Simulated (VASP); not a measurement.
# W (I4/mmm) in VASP: further runs, part 2 of 3

VASP 6.6.1. The steps go on from the part before.

**3. Single point, r2SCAN**

POSCAR reads:

```
W
1.0
   -1.5473513207      1.5473513207      1.7020864528
    1.5473513207     -1.5473513207      1.7020864528
    1.5473513207      1.5473513207     -1.7020864528
W
1
Direct
    0.0000000000      0.0000000000      0.0000000000
```

INCAR.step1 reads:

```
SYSTEM = W
PREC = Accurate
ENCUT = 520
ISMEAR = 0
SIGMA = 0.15
LREAL = .False.
LASPH = .True.
NELM = 80
NBANDS = 13
GGA = PE
ALGO = Normal
EDIFF = 1E-4
LWAVE = .True.
LCHARG = .False.
```

INCAR.step2 reads:

```
SYSTEM = W
PREC = Accurate
ENCUT = 520
EDIFF = 1E-6
ISMEAR = 0
SIGMA = 0.15
LREAL = .False.
LASPH = .True.
NELM = 80
ALGO = Normal
ISIF = 2
LWAVE = .False.
LCHARG = .False.
METAGGA = R2SCAN
LMIXTAU = .True.
NBANDS = 13
ISTART = 1
```

KPOINTS reads:

```
regular mesh
0
Gamma
  24 24 24
  0 0 0
```

Potentials or basis: VASP PAW PBE potentials, release 64 (W_sv).

Started as:

```bash
$ cat potpaw_PBE.64/W_sv/POTCAR > POTCAR
$ cp INCAR.step1 INCAR
$ mpirun -np 1 vasp_std > vasp.out
$ cp INCAR.step2 INCAR
$ mpirun -np 1 vasp_std > vasp.out
```

OUTCAR:

```text
SYSTEM = W
   PREC = Accurate
   ENCUT = 520
   EDIFF = 1E-6
   ISMEAR = 0
   LREAL = .False.
   LASPH = .True.
   NELM = 80
   ISIF = 2
   METAGGA = R2SCAN
   ISTART = 1

 ion  position               nearest neighbor table
   1  0.000  0.000  0.000-

  LATTYP: Found a body centered tetragonal cell.
 ALAT       =     3.0947026414
 C/A-ratio  =     1.1000000000

  Lattice vectors:

 A1 = (  -1.5473513207,   1.5473513207,   1.7020864528)
 A2 = (   1.5473513207,  -1.5473513207,   1.7020864528)
 A3 = (   1.5473513207,   1.5473513207,  -1.7020864528)

Analysis of symmetry for initial positions (statically):
=====================================================================
 Subroutine PRICEL returns:
 Original cell was already a primitive cell.

 Routine SETGRP: Setting up the symmetry group for a
 body centered tetragonal supercell.

 Subroutine GETGRP returns: Found 16 space group operations
 (whereof 16 operations were pure point group operations)
 out of a pool of 16 trial point group operations.

The static configuration has the point symmetry D_4h.

Analysis of symmetry for dynamics (positions and initial velocities):
=====================================================================
 Subroutine PRICEL returns:
 Original cell was already a primitive cell.

 Routine SETGRP: Setting up the symmetry group for a
 body centered tetragonal supercell.

 Subroutine GETGRP returns: Found 16 space group operations
 (whereof 16 operations were pure point group operations)
 out of a pool of 16 trial point group operations.

The dynamic configuration has the point symmetry D_4h.

 Subroutine INISYM returns: Found 16 space group operations
 (whereof 16 operations are pure point group operations),
 and found     1 'primitive' translations

----------------------------------------------------------------------------------------
[... 112 lines left out ...]
  volume/ion in A,a.u.               =      16.30       110.01
  Fermi-wavevector in a.u.,A,eV,Ry     =   1.556125  2.940649 32.946829  2.421524
  Thomas-Fermi vector in A             =   2.659966
   LORBIT       =      0    0 simple, 1 ext, 2 COOP (PROOUT), +10 PAW based schemes
   METAGGA = R2SCAN    functional components
   LHFCALC =     F    Hartree Fock is set to
   AEXX    =    0.0000 exact exchange contribution
   IVDW    =     0    specifies the selected vdW correction
   LEPSILON=     F    determine dielectric tensor
   LRPA    =     F    only Hartree local field effects (RPA)
 non-spin polarized calculation
 Gauss-broadening in eV      SIGMA  =   0.15
  energy-cutoff  :      520.00
  volume of cell :       16.30
 maximum number of plane-waves:       452
 NGX is ok and might be reduce to    24
   NGX = 11   NGY = 11   NGZ = 11

 number of electron      13.9999999 magnetization

 Free energy of the ion-electron system (eV)
  ---------------------------------------------------
  ext. energy  EPLUGINS =         0.00000000
  ---------------------------------------------------
  free energy    TOTEN  =       -51.25608881 eV

  energy without entropy =      -51.25099361  energy(sigma->0) =      -51.25354121

 E-fermi :  10.8944     XC(G=0): -14.7774

 val. band max:       10.8904638681   @ k =  -0.1250  -0.1667   0.0833
 cond. band min:      10.8958776580   @ k =  -0.2500  -0.2500   0.2083
 fundamental gap:      0.0054137899
 Fermi energy:        10.8944254969

 k-point     1 :       0.0000    0.0000    0.0000
  band No.  band energies     occupation
      1     -65.2558      2.00000
      2     -28.1702      2.00000
      3     -28.1545      2.00000
      4     -28.1545      2.00000
      5       0.9200      2.00000
      6       9.3492      2.00000
      7       9.3492      2.00000
      8      10.5678      1.99793
      9      12.4711      0.00000
     10      14.0599      0.00000
     11      24.9751      0.00000
     12      26.8233      0.00000
     13      26.8233      0.00000
[... 354 lines left out ...]
  band No.  band energies     occupation
      1     -65.1252      2.00000
      2     -29.4108      2.00000
      3     -28.5219      2.00000
      4     -28.1723      2.00000
      5       4.5682      2.00000
      6       7.7984      2.00000
      7      10.9021      0.94203
      8      12.2530      0.00000
      9      14.4559      0.00000
     10      16.8280      0.00000
     11      21.8015      0.00000
     12      23.2775      0.00000
     13      28.8069      0.00000

 [... further k-points ...]
[... 5 lines left out ...]
  --------------------------------------------------------------------------------------
  -------------------------------------------------------------------------------------
  Total        0.3858655      0.3858655     -2.3114435      0.0000000     -0.0000000      0.0000000
  in kB       37.9251317     37.9251317   -227.1822539      0.0000000     -0.0000000      0.0000000
  external PRESSURE =     -50.4439968 kB  Pullay stress =       0.0000000 kB

 VOLUME and BASIS-vectors are now :
 -----------------------------------------------------------------------------
  energy-cutoff  :      520.00
  volume of cell :       16.30
      direct lattice vectors                 reciprocal lattice vectors
    -1.547351321  1.547351321  1.702086453     0.000000000  0.323132823  0.293757112
     1.547351321 -1.547351321  1.702086453     0.323132823  0.000000000  0.293757112
     1.547351321  1.547351321 -1.702086453     0.323132823  0.323132823  0.000000000

 POSITION                                       TOTAL-FORCE (eV/Angst)
 -----------------------------------------------------------------------------------
      0.00000      0.00000      0.00000         0.000000     -0.000000     -0.000000
 -----------------------------------------------------------------------------------
    total drift:                                0.000000      0.000000      0.000000

  FREE ENERGIE OF THE ION-ELECTRON SYSTEM (eV)
  ---------------------------------------------------
  free  energy   TOTEN  =       -51.2560888052 eV

  energy  without entropy=      -51.2509936138  energy(sigma->0) =      -51.25354121
```

OSZICAR.step1:

```text
N       E                     dE             d eps       ncg     rms          rms(c)
DAV:   1     0.850254472972E+02    0.85025E+02   -0.74432E+03 27717   0.122E+03
DAV:   2    -0.118257940485E+02   -0.96851E+02   -0.93100E+02 31033   0.317E+02
DAV:   3    -0.135023084610E+02   -0.16765E+01   -0.16702E+01 30548   0.403E+01
DAV:   4    -0.135092333160E+02   -0.69249E-02   -0.69247E-02 30628   0.287E+00
DAV:   5    -0.135092928239E+02   -0.59508E-04   -0.59508E-04 30853   0.251E-01    0.198E+01
DAV:   6    -0.130036248971E+02    0.50567E+00   -0.43442E-01 29133   0.874E+00    0.773E+00
DAV:   7    -0.128746991706E+02    0.12893E+00   -0.22055E-01 31263   0.591E+00    0.684E-01
DAV:   8    -0.128705761600E+02    0.41230E-02   -0.42536E-03 28258   0.837E-01    0.758E-02
DAV:   9    -0.128705641105E+02    0.12050E-04   -0.86885E-05 22374   0.119E-01
   1 F= -.12870564E+02 E0= -.12867699E+02  d E =-.572938E-02
```

It took 6.9 min on 1 thread of Intel Xeon 6975P-C, shared host; peak memory 0.32 GiB.

What came out:

| Item | Value |
| --- | --- |
| Free energy | -51.2561 eV |
| Pressure | -5.0 GPa |
| Band gap on the k mesh | zero (band 7 reaches 15.81 eV, above the bottom of band 8 at 9.88 eV) |

Levels at points of the mesh, in eV from the Fermi level:
```
           k point  band 5  band 6  band 7  band 8  band 9  band 10
(0.00, 0.00, 0.00)   -9.97   -1.55   -1.55   -0.33    1.58     3.17
(0.50, 0.00, 0.00)   -6.39   -3.11    0.22    1.35    3.54     5.88
(0.50, 0.50, 0.00)   -6.35   -4.40    0.97    3.40    3.89     6.22
(0.50, 0.50, 0.50)   -5.92   -5.65    4.92    5.27    5.27     6.55
```

Caveat: the PAW data sets were made with another functional, which shifts forces and pressure a little; spin-orbit coupling is left out, which moves the levels of the heavy elements.

(Part 2 of 3 ends here.)
